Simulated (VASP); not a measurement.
Set up this calculation in VASP 6.6.1, as the native input.

```
Task                   : single point
Functional             : PBE
Potentials or basis    : VASP PAW PBE potentials, release 64 (K_sv, Cl)
Cutoff                 : 520 eV
k mesh                 : 6 × 6 × 6
Occupations            : gaussian, width 0.05 eV
Spin                   : no spin polarisation
Dipole correction      : no
Further INCAR settings : ALGO = Normal; EDIFF = 1e-07; NBANDS = 15
```

The structure of KCl lies in POSCAR:

```
KCl
1.0
    3.7816080600      0.0000000000      0.0000000000
    0.0000000000      3.7816080600      0.0000000000
    0.0000000000      0.0000000000      3.7240201200
K Cl
1 1
Direct
    0.0000000000      0.0000000000      0.0000000000
    0.5000000000      0.5000000000      0.5000000000
```

This cell differs from its parent crystal: strain -0.015 along x and y, -0.030 along z.

The input as run:

INCAR

```
PREC     = Accurate       # precision mode
ENCUT    = 520            # plane-wave cutoff, eV
EDIFF    = 1E-7           # SCF threshold, eV
ISMEAR   = 0              # smearing method
SIGMA    = 0.05           # smearing width, eV
LREAL    = False          # projectors in reciprocal space
LASPH    = True           # aspherical terms in the spheres
NELM     = 80             # most SCF steps
ALGO     = Normal         # electronic algorithm
ISIF     = 2              # what is computed and relaxed
LWAVE    = False          # write WAVECAR
LCHARG   = False          # write CHGCAR
GGA      = PE             # functional
NBANDS   = 15             # bands
```

KPOINTS

```
regular mesh
0
Gamma
  6 6 6
```

Potentials or basis: VASP PAW PBE potentials, release 64 (K_sv, Cl).

Launch:

```console
$ cat potpaw_PBE.64/K_sv/POTCAR potpaw_PBE.64/Cl/POTCAR > POTCAR
$ mpirun -np 1 vasp_std > vasp.out
```

Results of the run:

```json
{
 "Pressure": "1.3 GPa",
 "Band gap on the k mesh": "5.01 eV, indirect (least direct gap 5.21 eV)"
}
```

Caveat: the cell differs from its parent crystal (strain -0.015 along x and y, -0.030 along z).

Wall time 14 s on 1 thread of AMD EPYC 9R45 96-Core Processor (Zen 5), on a shared host, peak memory 0.14 GiB.
